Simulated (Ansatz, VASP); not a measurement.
BeS: VASP beside Ansatz

```
CELL_PARAMETERS angstrom
0.00000 2.40996 2.45300
2.40996 0.00000 2.45300
2.40996 2.40996 0.00000
ATOMIC_POSITIONS crystal
Be 0.00000 0.00000 0.00000
S 0.25000 0.25000 0.25000
```

Change from the starting cell: epitaxial_xy strain -1.0%.

Alike in both runs: task single point; functional r2SCAN; k mesh 10 × 10 × 10; no spin polarisation.

```csv
,VASP,Ansatz
version,VASP 6.6.1,Ansatz 0.2.0
potentials or method,"VASP PAW PBE potentials, release 64 (Be, S)","plane waves, PAW"
plane-wave cutoff (eV),520,500
occupations,"gaussian, width 0.01 eV",fixed
valence electrons in the cell,8,8
```

```tsv
	VASP	Ansatz	Ansatz less VASP
gap on the k mesh at the Fermi level (eV)	3.49	3.48	-0.009
pressure (GPa)	1.5	1.2	-0.28
traceless stress, the component that is largest in VASP (GPa)	-1.22	-1.24	-0.018
```

VASP's potentials were made for PBE, not for r2SCAN.
